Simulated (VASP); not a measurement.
Input of a VASP 6.6.1 run:

File INCAR:

```
SYSTEM = SnSe
ALGO = Normal
EDIFF = 1E-8
ENCUT = 520
GGA = CA
IBRION = 8
ISIF = 2
ISMEAR = 0
LASPH = .TRUE.
LCHARG = .FALSE.
LREAL = .FALSE.
LWAVE = .FALSE.
NELM = 60
NSW = 1
PREC = Accurate
SIGMA = 0.01
```

KPOINTS

```
k-points
0
G
  12 12 12
  0 0 0
```

Contents of POSCAR:

```
SnSe
1.0
    0.0000000000      2.6408936510      2.6408936510
    2.6408936510      0.0000000000      2.6408936510
    2.6408936510      2.6408936510      0.0000000000
Sn Se
1 1
Direct
    0.0000000000      0.0000000000      0.0000000000
    0.5000000000      0.5000000000      0.5000000000
```

Potentials or basis: VASP PAW LDA potentials, release 64 (Sn_d, Se).

Run with:

```bash
$ cat potpaw_LDA.64/Sn_d/POTCAR potpaw_LDA.64/Se/POTCAR > POTCAR
$ mpirun -np 1 vasp_std > vasp.out
```

Question: Predict the highest phonon frequency at Γ, LO-TO splitting left out.

Answer: 191 cm⁻¹.

Phonon frequencies in cm⁻¹ (negative: imaginary):
| q point | frequencies |
| --- | --- |
| (0.000, 0.000, 0.000) | 0 0 0 191 191 191 |

Caveat: the cell wasn't relaxed at this level first, which shifts response properties.
